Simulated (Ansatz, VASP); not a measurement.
C: VASP beside Ansatz

```
C
1.0
     0.00000    2.12700    3.34800
     1.22800    0.00000    3.34800
     1.22800    2.12700    0.00000
C
2
Direct
  0.04056 0.78023 0.39252
  0.83333 0.16667 0.83333
```

Alike in both runs: task single point; functional PBEsol; k mesh 14 × 14 × 14; occupations gaussian, width 0.05 eV; no spin polarisation.

|  | VASP | Ansatz |
| --- | --- | --- |
| version | VASP 6.6.1 | Ansatz 0.2.0 |
| potentials or method | VASP PAW PBE potentials, release 64 (C), cutoff 520 eV | scalar-relativistic, plane waves, PAW |
| valence electrons in the cell | 8 | 8 |

```tsv
	VASP	Ansatz	Ansatz less VASP
gap on the k mesh at the Fermi level (eV)	none	none	-
pressure (GPa)	7.9	7.4	-0.49
traceless stress, the component that is largest in VASP (GPa)	44.04	43.65	-0.391
rms of the force components (eV/Å)	5.794	5.767	-0.0270
```

VASP's potentials were made for PBE, not for PBEsol. Atom by atom the forces differ by 0.054 eV/Å (rms over components). A gap of «none» marks a metal or a gap that the smearing closes.
